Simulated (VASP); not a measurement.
Set up this calculation in VASP 6.6.1, as the native input.

| Property | Result |
| --- | --- |
| Task | single point |
| Functional | r2SCAN |
| Potentials or basis | VASP PAW PBE potentials, release 64 (Al, O) |
| Cutoff | 520 eV |
| k mesh | 6 × 6 × 6 |
| Occupations | gaussian, width 0.05 eV |
| Spin | no spin polarisation |
| Dipole correction | no |
| Further INCAR settings | ALGO = Normal; EDIFF = 1e-07; NBANDS = 35 |

Al2O3:

```
Al O
1.0
     2.26059    1.30515    4.43993
    -2.26059    1.30515    4.43993
     0.00000   -2.61031    4.43993
Al O
4 6
Cartesian
  0.0000 0.0000 11.3473
  0.0000 0.0000 8.6323
  0.0000 0.0000 1.9724
  0.0000 0.0000 4.6875
  -0.8754 -1.3052 5.5499
  1.5680 -0.1055 5.5499
  -0.6926 1.4107 5.5499
  0.8754 1.3052 7.7699
  -1.5680 0.1055 7.7699
  0.6926 -1.4107 7.7699
```

This cell differs from its parent crystal: strain -0.050 along x and y, +0.025 along z.

The input as run:

POSCAR

```
Al2O3
1.0
    2.2605928790      1.3051539072      4.4399267083
   -2.2605928790      1.3051539072      4.4399267083
    0.0000000000     -2.6103078145      4.4399267083
Al O
4 6
Direct
    0.8519165699      0.8519165699      0.8519165699
    0.6480834301      0.6480834301      0.6480834301
    0.1480834301      0.1480834301      0.1480834301
    0.3519165699      0.3519165699      0.3519165699
    0.0563854984      0.4436145016      0.7500000000
    0.7500000000      0.0563854984      0.4436145016
    0.4436145016      0.7500000000      0.0563854984
    0.9436145016      0.5563854984      0.2500000000
    0.2500000000      0.9436145016      0.5563854984
    0.5563854984      0.2500000000      0.9436145016
```

INCAR.step1

```
SYSTEM = Al2O3
PREC     = Accurate       ! precision mode
ENCUT    = 520            ! plane-wave cutoff, eV
ISMEAR   = 0              ! smearing method
SIGMA    = 0.05           ! smearing width, eV
LREAL    = .False.        ! projectors in reciprocal space
LASPH    = .True.         ! aspherical terms in the spheres
NELM     = 100            ! most SCF steps
NBANDS   = 35             ! bands
GGA      = PE             ! functional
ALGO     = Normal         ! electronic algorithm
EDIFF    = 1E-4           ! SCF threshold, eV
LWAVE    = .True.         ! write WAVECAR
LCHARG   = .False.        ! write CHGCAR
```

INCAR.step2

```
SYSTEM = Al2O3
PREC     = Accurate       ! precision mode
ENCUT    = 520            ! plane-wave cutoff, eV
EDIFF    = 1E-7           ! SCF threshold, eV
ISMEAR   = 0              ! smearing method
SIGMA    = 0.05           ! smearing width, eV
LREAL    = .False.        ! projectors in reciprocal space
LASPH    = .True.         ! aspherical terms in the spheres
NELM     = 100            ! most SCF steps
ALGO     = Normal         ! electronic algorithm
ISIF     = 2              ! what is computed and relaxed
LWAVE    = .False.        ! write WAVECAR
LCHARG   = .True.         ! write CHGCAR
METAGGA  = R2SCAN         ! meta-GGA
LMIXTAU  = .True.       
LELF     = .True.         ! ELF
LVHAR    = .True.       
NBANDS   = 35             ! bands
ISTART   = 1
```

KPOINTS

```
Automatic mesh
0
Gamma
  6 6 6
  0 0 0
```

Potentials or basis: VASP PAW PBE potentials, release 64 (Al, O).

Run with:

```bash
$ cat potpaw_PBE.64/Al/POTCAR potpaw_PBE.64/O/POTCAR > POTCAR
$ cp INCAR.step1 INCAR
$ mpirun -np 1 vasp_std > vasp.out
$ cp INCAR.step2 INCAR
$ mpirun -np 1 vasp_std > vasp.out
```

It gave:

- Pressure: 24.6 GPa
- Largest force: 0.691 eV/Å
- Band gap on the k mesh: 7.91 eV

Caveat: the cell differs from its parent crystal (strain -0.050 along x and y, +0.025 along z); the stress differs along the axes, from -2 to 38 GPa; the PAW data sets were made with another functional, which shifts forces and pressure a little.

Wall time 5.6 min on 1 thread of Intel(R) Xeon(R) Platinum 8488C (Sapphire Rapids), with other jobs on the host, peak memory 0.28 GiB.
